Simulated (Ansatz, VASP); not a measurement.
## Two plane-wave programs on IrC

```
CELL_PARAMETERS angstrom
0.00000 1.92690 1.92690
1.92690 0.00000 1.92690
1.92690 1.92690 0.00000
ATOMIC_POSITIONS crystal
Ir 0.00000 0.00000 0.00000
C 0.25000 0.25000 0.25000
```

Change from the starting cell: volume scaled by 0.58, PAW files.

Alike in both runs: task single point; functional PBE; k mesh 16 × 16 × 16; occupations fermi-dirac, width 0.08 eV; no spin polarisation.

```csv
,VASP,Ansatz
version,VASP 6.6.1,Ansatz 0.2.0
potentials or method,"VASP PAW PBE potentials, release 64 (Ir, C)","PAW with Ansatz's default frozen-core files, scalar-relativistic"
plane-wave cutoff (eV),520,420
valence electrons in the cell,13,21
```

Ansatz gave:

```
pressure (GPa) : 488.3
```

Question: What did VASP give for the same quantities?

Answer: Pressure (GPa): 506.3.

Both programs put the cell under a high pressure, so it lies far from rest at this level. With one functional, cell and mesh, what is left measures potentials, basis and numerics. VASP's potentials hold 13 valence electrons a cell and Ansatz's 21, so a difference there can come from the potentials and not from the codes.

Spin-orbit coupling is off throughout. Noted on VASP's run: the cell as given lies far from equilibrium.
